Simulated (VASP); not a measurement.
Crystal: BeTe.

```
Be Te
1.0
     0.00000    2.84277    2.84277
     2.84277    0.00000    2.84277
     2.84277    2.84277    0.00000
Be Te
1 1
Direct
  0.00000 0.00000 0.00000
  0.25000 0.25000 0.25000
```

This cell differs from its parent crystal: strain +0.5%.

Base run:

- Program: VASP 6.6.1
- Functional: r2SCAN
- Potentials or basis: VASP PAW PBE potentials, release 64 (Be, Te)
- Cutoff: 520 eV
- k mesh: 8 × 8 × 8
- Occupations: gaussian, width 0.01 eV
- Spin: no spin polarisation

Its results: band gap on the k mesh 2.40 eV, indirect (least direct gap 4.04 eV); pressure -0.7 GPa.

Question: The run is repeated on the same cell with these changes: functional from r2SCAN to PBE; k mesh from 8 × 8 × 8 to 4 × 4 × 4. What comes out?

Answer: Band gap on the k mesh 2.03 eV, indirect (least direct gap 3.61 eV); pressure -0.1 GPa.

Several settings changed at once, so the effect can't be laid on one alone.

Caveats: some runs use coarse meshes; spin-orbit coupling is left out, which moves the levels of the heavy elements; the PAW data sets were made with another functional, which shifts forces and pressure a little (some runs).

A k mesh can miss the band edges.
